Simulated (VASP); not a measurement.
Here is a VASP 6.6.1 calculation.

File INCAR:

```
SYSTEM = GaN
PREC = Accurate
ENCUT = 520
EDIFF = 1E-8
ISMEAR = -1
SIGMA = 0.05
LREAL = .False.
LASPH = .True.
NELM = 100
ALGO = Normal
ISIF = 2
LWAVE = .False.
LCHARG = .False.
GGA = PS
NBANDS = 16
IBRION = 8
NSW = 1
```

KPOINTS

```
regular mesh
0
Gamma
  7 7 7
  0 0 0
```

The input POSCAR:

```
GaN
1.0
    0.0000000000      2.2535006075      2.2535006075
    2.2535006075      0.0000000000      2.2535006075
    2.2535006075      2.2535006075      0.0000000000
Ga N
1 1
Direct
    0.0000000000      0.0000000000      0.0000000000
    0.2500000000      0.2500000000      0.2500000000
```

Potentials or basis: VASP PAW PBE potentials, release 64 (Ga_d, N).

Launch:

```bash
$ cat potpaw_PBE.64/Ga_d/POTCAR potpaw_PBE.64/N/POTCAR > POTCAR
$ mpirun -np 1 vasp_std > vasp.out
```

(1) Predict the highest phonon frequency at Γ, LO-TO splitting left out.

Results:

(1) 528 cm⁻¹.

Caveat: the cell wasn't relaxed at this level first, which shifts response properties.
